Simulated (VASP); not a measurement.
# N (Pm-3m) in VASP: notebook

The runs below take N through single point, relaxation of cell and atoms, with PBEsol.

Everything below comes from runs of VASP 6.6.1. Logs are shortened: lines on timing, memory, paths and dates and some standing lists are left out, and cuts for length are marked.

### 1 The cell of the first run

Symmetry: Pm-3m, No. 221, cubic system. The conventional cell has a = 1.835 Å, b = 1.835 Å, c = 1.835 Å, α = 90.00°, β = 90.00°, γ = 90.00°. Within 2.4 Å of N (site symmetry m-3m) lie 6 N at 1.84 Å.

### 2 Single point, PBEsol

The input, INCAR:

```
  PREC = Accurate
  ENCUT = 600
  EDIFF = 1E-6
  ISMEAR = 0
  SIGMA = 0.1
  LREAL = False
  LASPH = True
  NELM = 120
  ALGO = Normal
  ISIF = 2
  LWAVE = False
  LCHARG = False
  GGA = PS
  NBANDS = 8
  GGA_COMPAT = False
```

The input, KPOINTS:

```
Automatic mesh
0
Gamma
  10 10 10
```

The input, POSCAR:

```
N
1.0
    1.8353436138      0.0000000000      0.0000000000
    0.0000000000      1.8353436138      0.0000000000
    0.0000000000      0.0000000000      1.8353444833
N
1
Direct
    0.0000000000      0.0000000000      0.0000000000
```

Potentials or basis: VASP PAW PBE potentials, release 64 (N).

The run is started by

```console
$ cat potpaw_PBE.64/N/POTCAR > POTCAR
$ mpirun -np 1 vasp_std > vasp.out
```

OUTCAR:

```text
PREC = Accurate
   ENCUT = 600
   EDIFF = 1E-6
   ISMEAR = 0
   LREAL = False
   LASPH = True
   NELM = 120
   ISIF = 2
   GGA = PS

 ion  position               nearest neighbor table
   1  0.000  0.000  0.000-

  LATTYP: Found a simple cubic cell.
 ALAT       =     1.8353436138

  Lattice vectors:

 A1 = (   1.8353436138,   0.0000000000,   0.0000000000)
 A2 = (   0.0000000000,   1.8353436138,   0.0000000000)
 A3 = (   0.0000000000,   0.0000000000,   1.8353444833)

Analysis of symmetry for initial positions (statically):
=====================================================================
 Subroutine PRICEL returns:
 Original cell was already a primitive cell.

 Routine SETGRP: Setting up the symmetry group for a
 simple cubic supercell.

 Subroutine GETGRP returns: Found 48 space group operations
 (whereof 48 operations were pure point group operations)
 out of a pool of 48 trial point group operations.

The static configuration has the point symmetry O_h .

Analysis of symmetry for dynamics (positions and initial velocities):
=====================================================================
 Subroutine PRICEL returns:
 Original cell was already a primitive cell.

 Routine SETGRP: Setting up the symmetry group for a
 simple cubic supercell.

 Subroutine GETGRP returns: Found 48 space group operations
 (whereof 48 operations were pure point group operations)
 out of a pool of 48 trial point group operations.

The dynamic configuration has the point symmetry O_h .

 Subroutine INISYM returns: Found 48 space group operations
 (whereof 48 operations are pure point group operations),
 and found     1 'primitive' translations

----------------------------------------------------------------------------------------

                                     Primitive cell

  volume of cell :       6.1823

  direct lattice vectors                    reciprocal lattice vectors
     1.835343614  0.000000000  0.000000000     0.544857101  0.000000000  0.000000000
     0.000000000  1.835343614  0.000000000     0.000000000  0.544857101  0.000000000
     0.000000000  0.000000000  1.835344483     0.000000000  0.000000000  0.544856842

  length of vectors
     1.835343614  1.835343614  1.835344483     0.544857101  0.544857101  0.544856842

  position of ions in fractional coordinates (direct lattice)
     0.000000000  0.000000000  0.000000000

  ion indices of the primitive-cell ions
   primitive index   ion index
                 1           1

----------------------------------------------------------------------------------------

 KPOINTS: Automatic mesh

Automatic generation of k-mesh.
 Grid dimensions read from file:
 generate k-points for:   10   10   10

 Generating k-lattice:

  Cartesian coordinates                     Fractional coordinates (reciprocal lattice)
     0.054485710  0.000000000  0.000000000     0.100000000  0.000000000  0.000000000
     0.000000000  0.054485710  0.000000000     0.000000000  0.100000000  0.000000000
     0.000000000  0.000000000  0.054485684     0.000000000  0.000000000  0.100000000

  Length of vectors
     0.054485710  0.054485710  0.054485684

  Shift w.r.t. Gamma in fractional coordinates (k-lattice)
     0.000000000  0.000000000  0.000000000

 Subroutine IBZKPT returns following result:
 ===========================================

 Found     56 irreducible k-points:

 Following reciprocal coordinates:
            Coordinates               Weight
  0.000000  0.000000  0.000000      1.000000
  0.100000  0.000000  0.000000      6.000000
  0.200000  0.000000  0.000000      6.000000
  0.300000  0.000000  0.000000      6.000000
  0.400000  0.000000  0.000000      6.000000
  0.500000  0.000000  0.000000      3.000000
[... 16 lines left out ...]
  0.200000  0.100000  0.100000     24.000000
  0.300000  0.100000  0.100000     24.000000
 [... further k-points ...]
   k-points           NKPTS =     56   k-points in BZ     NKDIM =     56   number of bands    NBANDS=      8
   number of dos      NEDOS =    301   number of ions     NIONS =      1
   total plane-waves  NPLWV =   4096
   dimension x,y,z NGX =    16 NGY =   16 NGZ =   16
   dimension x,y,z NGXF=    32 NGYF=   32 NGZF=   32
   ions per type =               1
   NGX,Y,Z   is equivalent  to a cutoff of  14.49, 14.49, 14.49 a.u.
   NGXF,Y,Z  is equivalent  to a cutoff of  28.99, 28.99, 28.99 a.u.
 SYSTEM =  unknown system
   PREC   = accura    normal or accurate (medium, high low for compatibility)
   ISTART =      0    job   : 0-new  1-cont  2-samecut
   ICHARG =      2    charge: 1-file 2-atom 10-const
   ISPIN  =      1    spin polarized calculation?
   LNONCOLLINEAR =      F non collinear calculations
   LSORBIT =      F    spin-orbit coupling
   LASPH  =      T    aspherical Exc in radial PAW
   ENCUT  =  600.0 eV  44.10 Ry    6.64 a.u.   3.67  3.67  3.67*2*pi/ulx,y,z
   NELM   =    120;   NELMIN=  2; NELMDL= -5     # of ELM steps
   EDIFF  = 0.1E-05   stopping-criterion for ELM
   LREAL  =      F    real-space projection
   EDIFFG = 0.1E-04   stopping-criterion for IOM
   NSW    =      0    number of steps for IOM
   IBRION =     -1    ionic relax: 0-MD 1-quasi-New 2-CG
   NFREE  =      0    steps in history (QN), initial steepest desc. (CG)
   ISIF   =      2    stress and relaxation
   ISYM   =      2    0-nonsym 1-usesym 2-fastsym
   POTIM  = 0.5000    time-step for ionic-motion
   TEBEG  =    0.0;   TEEND  =   0.0 temperature during run
   PSTRESS=    0.0 pullay stress
   NELECT =       5.0000    total number of electrons
   NUPDOWN=      -1.0000    fix difference up-down
   EMIN   =  10.00;   EMAX   =-10.00  energy-range for DOS
   EFERMI =   0.00;   METHOD = LEGACY
   ISMEAR =     0;   SIGMA  =   0.10  broadening in eV -4-tet -1-fermi 0-gaus
   EFERMI_NEDOS =   21; number of points for ismear=-14 and -15
   IALGO  =     38    algorithm
   IMIX   =      4    mixing-type and parameters
     AMIX     =   0.40;   BMIX     =  1.00
     AMIX_MAG =   1.60;   BMIX_MAG =  1.00
  volume/ion in A,a.u.               =       6.18        41.72
  Fermi-wavevector in a.u.,A,eV,Ry     =   1.525272  2.882347 31.653349  2.326456
  Thomas-Fermi vector in A             =   2.633465
   LORBIT       =      0    0 simple, 1 ext, 2 COOP (PROOUT), +10 PAW based schemes
   GGA     = PS    functional components
   LHFCALC =     F    Hartree Fock is set to
   AEXX    =    0.0000 exact exchange contribution
   IVDW    =     0    specifies the selected vdW correction
   LEPSILON=     F    determine dielectric tensor
   LRPA    =     F    only Hartree local field effects (RPA)
 non-spin polarized calculation
 Gauss-broadening in eV      SIGMA  =   0.10
  energy-cutoff  :      600.00
  volume of cell :        6.18
 maximum number of plane-waves:       216
 NGX is ok and might be reduce to    16
   NGX =  7   NGY =  7   NGZ =  7

 number of electron       5.0000002 magnetization

 Free energy of the ion-electron system (eV)
  ---------------------------------------------------
  ext. energy  EPLUGINS =         0.00000000
  ---------------------------------------------------
  free energy    TOTEN  =        -5.68174548 eV

  energy without entropy =       -5.68083859  energy(sigma->0) =       -5.68129204

 E-fermi :   8.1902     XC(G=0): -13.7139

 val. band max:        8.1900574135   @ k =   0.2000   0.2000   0.2000
 cond. band min:       8.7701250708   @ k =   0.2000   0.2000   0.0000
 fundamental gap:      0.5800676573
 Fermi energy:         8.1901538024

 k-point     1 :       0.0000    0.0000    0.0000
  band No.  band energies     occupation
      1     -14.9957      2.00000
      2      12.6365      0.00000
      3      12.6365      0.00000
      4      12.6365      0.00000
      5      31.4248      0.00000
      6      34.2742      0.00000
      7      34.2742      0.00000
      8      59.1424      0.00000

 k-point     2 :       0.1000    0.0000    0.0000
  band No.  band energies     occupation
      1     -14.6421      2.00000
      2      10.9085      0.00000
      3      12.8086      0.00000
      4      12.8086      0.00000
      5      31.6462      0.00000
      6      34.6802      0.00000
      7      35.9260      0.00000
      8      57.6619      0.00000

 k-point     3 :       0.2000    0.0000    0.0000
  band No.  band energies     occupation
      1     -13.5921      2.00000
      2       7.0591      2.00000
      3      13.2779      0.00000
      4      13.2779      0.00000
      5      32.0994      0.00000
      6      35.8782      0.00000
      7      39.2114      0.00000
      8      54.2146      0.00000

 k-point     4 :       0.3000    0.0000    0.0000
  band No.  band energies     occupation
      1     -11.8918      2.00000
      2       2.7457      2.00000
      3      13.9006      0.00000
      4      13.9006      0.00000
      5      32.6772      0.00000
      6      37.7792      0.00000
      7      41.3582      0.00000
      8      50.6449      0.00000

 k-point     5 :       0.4000    0.0000    0.0000
  band No.  band energies     occupation
      1      -9.7196      2.00000
      2      -1.1562      2.00000
      3      14.4453      0.00000
      4      14.4453      0.00000
      5      33.2162      0.00000
      6      40.0529      0.00000
      7      41.7973      0.00000
      8      48.1170      0.00000

 k-point     6 :       0.5000    0.0000    0.0000
  band No.  band energies     occupation
      1      -8.2150      2.00000
      2      -3.2594      2.00000
      3      14.6646      0.00000
      4      14.6646      0.00000
      5      33.4479      0.00000
      6      41.3761      0.00000
      7      41.7371      0.00000
      8      47.2101      0.00000

 k-point     7 :       0.1000    0.1000    0.0000
  band No.  band energies     occupation
      1     -14.2897      2.00000
      2      10.8269      0.00000
      3      11.4038      0.00000
      4      12.9785      0.00000
      5      31.8176      0.00000
      6      35.6828      0.00000
      7      36.8494      0.00000
      8      55.5006      0.00000

 k-point     8 :       0.2000    0.1000    0.0000
  band No.  band energies     occupation
      1     -13.2433      2.00000
      2       7.2706      2.00000
      3      11.7280      0.00000
      4      13.4418      0.00000
      5      32.0350      0.00000
      6      36.9292      0.00000
      7      39.7680      0.00000
      8      52.1145      0.00000

 k-point     9 :       0.3000    0.1000    0.0000
  band No.  band energies     occupation
      1     -11.5500      2.00000
      2       3.0127      2.00000
      3      12.4726      0.00000
      4      14.0558      0.00000
      5      32.0931      0.00000
      6      38.5961      0.00000
      7      41.7379      0.00000
      8      48.9626      0.00000

 k-point    10 :       0.4000    0.1000    0.0000
  band No.  band energies     occupation
      1      -9.3888      2.00000
      2      -0.8555      2.00000
      3      13.1498      0.00000
      4      14.5920      0.00000
      5      31.9413      0.00000
      6      40.6315      0.00000
      7      42.3303      0.00000
      8      46.2167      0.00000
[... 78 lines left out ...]
 k-point    18 :       0.5000    0.3000    0.0000
  band No.  band energies     occupation
      1      -5.3936      2.00000
      2      -0.6782      2.00000
      3       6.8749      2.00000
      4      15.6990      0.00000
      5      23.1319      0.00000
      6      43.4472      0.00000
      7      43.6979      0.00000
      8      48.8556      0.00000

 k-point    19 :       0.4000    0.4000    0.0000
  band No.  band energies     occupation
      1      -4.7882      2.00000
      2       2.0333      2.00000
      3       3.4414      2.00000
      4      15.9548      0.00000
      5      20.9085      0.00000
      6      43.2015      0.00000
      7      45.0905      0.00000
      8      49.7518      0.00000

 k-point    20 :       0.5000    0.4000    0.0000
  band No.  band energies     occupation
      1      -3.3439      2.00000
      2       0.6893      2.00000
      3       3.4324      2.00000
      4      16.1325      0.00000
      5      19.6116      0.00000
      6      44.4710      0.00000
      7      44.5637      0.00000
      8      49.7214      0.00000

 k-point    21 :       0.5000    0.5000    0.0000
  band No.  band energies     occupation
      1      -1.7185      2.00000
      2       1.3197      2.00000
      3       1.3197      2.00000
      4      16.3047      0.00000
      5      18.2389      0.00000
      6      44.9900      0.00000
      7      44.9900      0.00000
      8      49.6445      0.00000

 k-point    22 :       0.1000    0.1000    0.1000
  band No.  band energies     occupation
      1     -13.9384      2.00000
      2      11.0265      0.00000
      3      11.0265      0.00000
      4      11.9063      0.00000
      5      31.9382      0.00000
      6      37.1643      0.00000
      7      37.1643      0.00000
      8      54.8246      0.00000

 k-point    23 :       0.2000    0.1000    0.1000
  band No.  band energies     occupation
      1     -12.8958      2.00000
      2       7.4825      2.00000
      3      11.5751      0.00000
      4      12.2725      0.00000
      5      31.9465      0.00000
      6      38.0596      0.00000
      7      40.0838      0.00000
      8      51.6978      0.00000

 k-point    24 :       0.3000    0.1000    0.1000
  band No.  band energies     occupation
      1     -11.2095      2.00000
      2       3.2771      2.00000
      3      12.3140      0.00000
      4      13.0033      0.00000
      5      31.6554      0.00000
      6      39.3432      0.00000
      7      41.8167      0.00000
      8      47.4356      0.00000

 [... further k-points ...]

------------------------ aborting loop because EDIFF is reached ----------------------------------------

  FORCE on cell =-STRESS in cart. coord.  units (eV):
  Direction    XX          YY          ZZ          XY          YZ          ZX
  --------------------------------------------------------------------------------------
  -------------------------------------------------------------------------------------
  Total       -0.0516900     -0.0516900     -0.0516900      0.0000000      0.0000000     -0.0000000
  in kB      -13.3956708    -13.3956708    -13.3956835      0.0000000      0.0000000     -0.0000000
  external PRESSURE =     -13.3956750 kB  Pullay stress =       0.0000000 kB

 VOLUME and BASIS-vectors are now :
 -----------------------------------------------------------------------------
  energy-cutoff  :      600.00
  volume of cell :        6.18
      direct lattice vectors                 reciprocal lattice vectors
     1.835343614  0.000000000  0.000000000     0.544857101  0.000000000  0.000000000
     0.000000000  1.835343614  0.000000000     0.000000000  0.544857101  0.000000000
     0.000000000  0.000000000  1.835344483     0.000000000  0.000000000  0.544856842

 POSITION                                       TOTAL-FORCE (eV/Angst)
 -----------------------------------------------------------------------------------
      0.00000      0.00000      0.00000         0.000000      0.000000      0.000000
 -----------------------------------------------------------------------------------
    total drift:                               -0.000000      0.000000      0.000000

  FREE ENERGIE OF THE ION-ELECTRON SYSTEM (eV)
  ---------------------------------------------------
  free  energy   TOTEN  =        -5.6817454791 eV

  energy  without entropy=       -5.6808385927  energy(sigma->0) =       -5.68129204
```

Run time: 1.2 s. Hardware: 1 thread of Intel Xeon 6975P-C (Granite Rapids), shared host; peak memory 0.11 GiB.

Results:

| Quantity | Value |
| --- | --- |
| Free energy | -5.6817 eV |
| Pressure | -1.3 GPa |
| Band gap on the k mesh | zero (an odd number of electrons rules out a gap without spin polarisation) |

Caveat: the PAW data sets were made with another functional, which shifts forces and pressure a little.

[end of part 1 of 3]
